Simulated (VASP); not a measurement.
# Cd4Se3S (I-42m) in VASP: further runs

The runs below take Cd4Se3S through single point, with PBE.

All numbers are computed with VASP 6.6.1; they aren't measurements. Logs are shortened: lines on timing, memory, paths and dates and some standing lists are left out, and cuts for length are marked.

### Step 1. The cell of the first run

The structure is tetragonal, space group I-42m (No. 121). The conventional cell has a = 6.129 Å, b = 6.129 Å, c = 12.251 Å, α = 90.00°, β = 90.00°, γ = 90.00°. Cd (site symmetry m) has 1 S at 2.58 Å and 3 Se at 2.68 to 2.69 Å within 3.4 Å. Se (site symmetry -42m) has 4 Cd at 2.69 Å within 3.5 Å. Se (site symmetry -4) has 4 Cd at 2.68 Å within 3.5 Å. S (site symmetry -42m) has 4 Cd at 2.58 Å within 3.4 Å.

### Step 2. Single point, PBE

Contents of INCAR:

```
PREC = Accurate ; ENCUT = 520
EDIFF = 1E-7 ; ISMEAR = 0
SIGMA = 0.02 ; LREAL = False
LASPH = True ; NELM = 60
ALGO = Normal ; ISIF = 2
LWAVE = False ; LCHARG = False
GGA = PE ; NBANDS = 46
```

Contents of KPOINTS:

```
regular mesh
0
Gamma
  8 8 8
```

Contents of POSCAR:

```
Cd4Se3S
1.0
   -3.0642917534      3.0642917534      6.1252556630
    3.0642917534     -3.0642917534      6.1252556630
    3.0642917534      3.0642917534     -6.1252556630
Cd Se S
4 3 1
Direct
    0.1206126902      0.1206126902      0.4852213081
    0.8793873098      0.3646086179      0.0000000000
    0.6353913821      0.6353913821      0.5147786919
    0.3646086179      0.8793873098      0.0000000000
    0.5000000000      0.5000000000      0.0000000000
    0.2500000000      0.7500000000      0.5000000000
    0.7500000000      0.2500000000      0.5000000000
    0.0000000000      0.0000000000      0.0000000000
```

Potentials or basis: VASP PAW PBE potentials, release 64 (Cd, Se, S).

Run with:

```bash
$ cat potpaw_PBE.64/Cd/POTCAR potpaw_PBE.64/Se/POTCAR potpaw_PBE.64/S/POTCAR > POTCAR
$ mpirun -np 1 vasp_std > vasp.out
```

OUTCAR:

```text
PREC = Accurate
   ENCUT = 520
   EDIFF = 1E-7
   ISMEAR = 0
   LREAL = False
   LASPH = True
   NELM = 60
   ISIF = 2
   GGA = PE

 ion  position               nearest neighbor table
   1  0.121  0.121  0.485-   8 2.58   7 2.68   6 2.68   5 2.69
   2  0.879  0.365  0.000-   8 2.58   6 2.68   7 2.68   5 2.69
   3  0.635  0.635  0.515-   8 2.58   7 2.68   6 2.68   5 2.69
   4  0.365  0.879  0.000-   8 2.58   7 2.68   6 2.68   5 2.69
   5  0.500  0.500  0.000-   3 2.69   1 2.69   4 2.69   2 2.69
   6  0.250  0.750  0.500-   1 2.68   4 2.68   2 2.68   3 2.68
   7  0.750  0.250  0.500-   1 2.68   2 2.68   4 2.68   3 2.68
   8  0.000  0.000  0.000-   2 2.58   3 2.58   4 2.58   1 2.58

  LATTYP: Found a body centered tetragonal cell.
 ALAT       =     6.1285835068
 C/A-ratio  =     1.9989139925

  Lattice vectors:

 A1 = (  -3.0642917534,   3.0642917534,   6.1252556630)
 A2 = (   3.0642917534,  -3.0642917534,   6.1252556630)
 A3 = (   3.0642917534,   3.0642917534,  -6.1252556630)

Analysis of symmetry for initial positions (statically):
=====================================================================
 Subroutine PRICEL returns:
 Original cell was already a primitive cell.

 Routine SETGRP: Setting up the symmetry group for a
 body centered tetragonal supercell.

 Subroutine GETGRP returns: Found  8 space group operations
 (whereof  8 operations were pure point group operations)
 out of a pool of 16 trial point group operations.

The static configuration has the point symmetry D_2d.

Analysis of symmetry for dynamics (positions and initial velocities):
=====================================================================
 Subroutine PRICEL returns:
 Original cell was already a primitive cell.

 Routine SETGRP: Setting up the symmetry group for a
 body centered tetragonal supercell.

 Subroutine GETGRP returns: Found  8 space group operations
 (whereof  8 operations were pure point group operations)
 out of a pool of 16 trial point group operations.

The dynamic configuration has the point symmetry D_2d.

 Subroutine INISYM returns: Found  8 space group operations
 (whereof  8 operations are pure point group operations),
 and found     1 'primitive' translations

----------------------------------------------------------------------------------------

                                     Primitive cell
[... 107 lines left out ...]
   IBRION =     -1    ionic relax: 0-MD 1-quasi-New 2-CG
   NFREE  =      0    steps in history (QN), initial steepest desc. (CG)
   ISIF   =      2    stress and relaxation
   ISYM   =      2    0-nonsym 1-usesym 2-fastsym
   POTIM  = 0.5000    time-step for ionic-motion
   TEBEG  =    0.0;   TEEND  =   0.0 temperature during run
   PSTRESS=    0.0 pullay stress
   NELECT =      72.0000    total number of electrons
   NUPDOWN=      -1.0000    fix difference up-down
   EMIN   =  10.00;   EMAX   =-10.00  energy-range for DOS
   EFERMI =   0.00;   METHOD = LEGACY
   ISMEAR =     0;   SIGMA  =   0.02  broadening in eV -4-tet -1-fermi 0-gaus
   EFERMI_NEDOS =   21; number of points for ismear=-14 and -15
   IALGO  =     38    algorithm
   IMIX   =      4    mixing-type and parameters
     AMIX     =   0.40;   BMIX     =  1.00
     AMIX_MAG =   1.60;   BMIX_MAG =  1.00
  volume/ion in A,a.u.               =      28.76       194.07
  Fermi-wavevector in a.u.,A,eV,Ry     =   1.111486  2.100405 16.808667  1.235402
  Thomas-Fermi vector in A             =   2.248050
   LORBIT       =      0    0 simple, 1 ext, 2 COOP (PROOUT), +10 PAW based schemes
   GGA     = PE    functional components
   LHFCALC =     F    Hartree Fock is set to
   AEXX    =    0.0000 exact exchange contribution
   IVDW    =     0    specifies the selected vdW correction
   LEPSILON=     F    determine dielectric tensor
   LRPA    =     F    only Hartree local field effects (RPA)
 non-spin polarized calculation
 Gauss-broadening in eV      SIGMA  =   0.02
  energy-cutoff  :      520.00
  volume of cell :      230.06
 maximum number of plane-waves:      6232
   NGX = 27   NGY = 27   NGZ = 27

 number of electron      72.0000006 magnetization

 Free energy of the ion-electron system (eV)
  ---------------------------------------------------
  ext. energy  EPLUGINS =         0.00000000
  ---------------------------------------------------
  free energy    TOTEN  =       -22.62358761 eV

  energy without entropy =      -22.62358761  energy(sigma->0) =      -22.62358761

 E-fermi :   0.7487     XC(G=0):  -8.7118

 val. band max:        0.6230035756   @ k =   0.0000   0.0000   0.0000
 cond. band min:       1.2347433769   @ k =   0.0000   0.0000   0.0000
 fundamental gap:      0.6117398012
 Fermi energy:         0.7486628984

 k-point     1 :       0.0000    0.0000    0.0000
  band No.  band energies     occupation
      1     -11.6339      2.00000
      2     -11.1987      2.00000
      3     -11.1857      2.00000
      4     -11.1742      2.00000
      5      -7.1063      2.00000
      6      -7.1063      2.00000
[... 1165 lines left out ...]
     45       7.2981      0.00000
     46       7.3138      0.00000

 [... further k-points ...]

------------------------ aborting loop because EDIFF is reached ----------------------------------------

  FORCE on cell =-STRESS in cart. coord.  units (eV):
  Direction    XX          YY          ZZ          XY          YZ          ZX
  --------------------------------------------------------------------------------------
  -------------------------------------------------------------------------------------
  Total        0.3735042      0.3735042      0.3708733      0.0000000     -0.0000000      0.0000000
  in kB        2.6011278      2.6011278      2.5828053      0.0000000     -0.0000000      0.0000000
  external PRESSURE =       2.5950203 kB  Pullay stress =       0.0000000 kB

 VOLUME and BASIS-vectors are now :
 -----------------------------------------------------------------------------
  energy-cutoff  :      520.00
  volume of cell :      230.06
      direct lattice vectors                 reciprocal lattice vectors
    -3.064291753  3.064291753  6.125255663     0.000000000  0.163169842  0.081629246
     3.064291753 -3.064291753  6.125255663     0.163169842  0.000000000  0.081629246
     3.064291753  3.064291753 -6.125255663     0.163169842  0.163169842  0.000000000

 POSITION                                       TOTAL-FORCE (eV/Angst)
 -----------------------------------------------------------------------------------
      1.48686      1.48686     -1.49454         0.000910      0.000910     -0.001375
     -1.57743      1.57743      7.61979         0.000910     -0.000910      0.001375
      1.57743      1.57743      4.63072        -0.000910     -0.000910     -0.001375
      1.57743     -1.57743      7.61979        -0.000910      0.000910      0.001375
      0.00000      0.00000      6.12526         0.000000     -0.000000      0.000000
      3.06429     -0.00000      3.06263         0.000000     -0.000000      0.000000
     -0.00000      3.06429      3.06263         0.000000     -0.000000      0.000000
      0.00000      0.00000      0.00000         0.000000     -0.000000      0.000000
 -----------------------------------------------------------------------------------
    total drift:                               -0.000011     -0.000011     -0.000010

  FREE ENERGIE OF THE ION-ELECTRON SYSTEM (eV)
  ---------------------------------------------------
  free  energy   TOTEN  =       -22.6235876119 eV

  energy  without entropy=      -22.6235876119  energy(sigma->0) =      -22.62358761
```

OSZICAR:

```text
N       E                     dE             d eps       ncg     rms          rms(c)
DAV:   1     0.493555451734E+03    0.49356E+03   -0.33821E+04  5428   0.140E+03
DAV:   2     0.741941766743E+01   -0.48614E+03   -0.47250E+03  5992   0.344E+02
DAV:   3    -0.239404863729E+02   -0.31360E+02   -0.31162E+02  6302   0.832E+01
DAV:   4    -0.243317569374E+02   -0.39127E+00   -0.39075E+00  6198   0.885E+00
DAV:   5    -0.243361952140E+02   -0.44383E-02   -0.44378E-02  6392   0.915E-01    0.120E+01
DAV:   6    -0.226751729872E+02    0.16610E+01   -0.34989E+00  6492   0.129E+01    0.954E+00
DAV:   7    -0.226271337210E+02    0.48039E-01   -0.12218E+00  6046   0.422E+00    0.442E+00
DAV:   8    -0.226251747783E+02    0.19589E-02   -0.14051E-01  6362   0.277E+00    0.602E-01
DAV:   9    -0.226227984698E+02    0.23763E-02   -0.27729E-02  6292   0.134E+00    0.174E-01
DAV:  10    -0.226232234541E+02   -0.42498E-03   -0.26403E-03  5952   0.305E-01    0.134E-01
DAV:  11    -0.226234470222E+02   -0.22357E-03   -0.26991E-04  6038   0.744E-02    0.567E-02
DAV:  12    -0.226235762416E+02   -0.12922E-03   -0.17083E-04  5878   0.572E-02    0.396E-02
DAV:  13    -0.226235882251E+02   -0.11983E-04   -0.20467E-05  6144   0.189E-02    0.138E-02
DAV:  14    -0.226235866623E+02    0.15628E-05   -0.90010E-06  6886   0.203E-02    0.457E-03
DAV:  15    -0.226235879122E+02   -0.12499E-05   -0.39752E-06  5944   0.720E-03    0.597E-03
DAV:  16    -0.226235876403E+02    0.27189E-06   -0.36623E-07  5236   0.372E-03    0.394E-03
DAV:  17    -0.226235876119E+02    0.28375E-07   -0.11648E-07  3844   0.124E-03
   1 F= -.22623588E+02 E0= -.22623588E+02  d E =-.209421E-21
```

stdout:

```text
POSCAR found type information on POSCAR CdSeS
 POSCAR found :  3 types and       8 ions
 scaLAPACK will be used
 LDA part: xc-table for (Slater+PW92), standard interpolation
 POSCAR, INCAR and KPOINTS ok, starting setup
 FFT: planning ... GRIDC
 FFT: planning ... GRID_SOFT
 FFT: planning ... GRID
 WAVECAR not read
 entering main loop
```

It took 29 min on 1 thread of Intel Xeon 8259CL, shared host; peak memory 0.78 GiB.

Results:

```
Free energy            : -22.6236 eV
Pressure               : 0.3 GPa
Band gap on the k mesh : 0.61 eV
```

Levels at points of the mesh, in eV from the valence-band top:
| k point | band 32 | band 33 | band 34 | band 35 | band 36 | band 37 | band 38 | band 39 | band 40 | band 41 |
| --- | --- | --- | --- | --- | --- | --- | --- | --- | --- | --- |
| (0.00, 0.00, 0.00) | -1.67 | -1.67 | 0.00 | 0.00 | 0.00 | 0.61 | 3.32 | 3.81 | 4.89 | 4.89 |
| (0.50, 0.00, 0.00) | -1.34 | -1.22 | -1.20 | -0.81 | -0.58 | 3.33 | 3.41 | 4.30 | 4.38 | 4.97 |
| (0.50, 0.50, 0.00) | -0.82 | -0.68 | -0.59 | -0.58 | -0.55 | 2.41 | 2.51 | 3.68 | 3.76 | 5.80 |
| (0.50, 0.50, 0.50) | -1.61 | -1.03 | -1.03 | -0.81 | -0.81 | 3.20 | 3.22 | 3.23 | 3.40 | 3.82 |

Caveat: semilocal functionals underestimate gaps, and a narrow one can read as zero.

### Step 3. Single point, PBE

Contents of INCAR:

```
SYSTEM = Cd4Se3S
ALGO = Normal
EDIFF = 1E-6
ENCUT = 520
GGA = PE
ISIF = 2
ISMEAR = 0
LASPH = .TRUE.
LCHARG = .FALSE.
LREAL = .FALSE.
LWAVE = .FALSE.
NBANDS = 46
NELM = 100
PREC = Accurate
SIGMA = 0.02
```

Contents of KPOINTS:

```
k-points
0
G
  8 8 8
  0 0 0
```

POSCAR is that of step 2.

Potentials or basis: VASP PAW PBE potentials, release 64 (Cd, Se, S).

Run with:

```bash
$ cat potpaw_PBE.64/Cd/POTCAR potpaw_PBE.64/Se/POTCAR potpaw_PBE.64/S/POTCAR > POTCAR
$ mpirun -np 1 vasp_std > vasp.out
```

Wall time 9 min (1 thread of Intel Xeon 6975P-C (Granite Rapids), shared host); peak memory 0.77 GiB.

The run converged. Its results:

```
Free energy            : -22.6236 eV
Pressure               : 0.3 GPa
Band gap on the k mesh : 0.61 eV
```

Levels at points of the mesh, in eV from the valence-band top:
| k point | band 33 | band 34 | band 35 | band 36 | band 37 | band 38 | band 39 | band 40 |
| --- | --- | --- | --- | --- | --- | --- | --- | --- |
| (0.00, 0.00, 0.00) | -1.67 | 0.00 | 0.00 | 0.00 | 0.61 | 3.32 | 3.81 | 4.89 |
| (0.50, 0.00, 0.00) | -1.22 | -1.20 | -0.81 | -0.58 | 3.33 | 3.41 | 4.30 | 4.38 |
| (0.50, 0.50, 0.00) | -0.68 | -0.59 | -0.58 | -0.55 | 2.41 | 2.51 | 3.68 | 3.76 |
| (0.50, 0.50, 0.50) | -1.03 | -1.03 | -0.81 | -0.81 | 3.20 | 3.22 | 3.23 | 3.40 |

Caveat: semilocal functionals underestimate gaps, and a narrow one can read as zero.
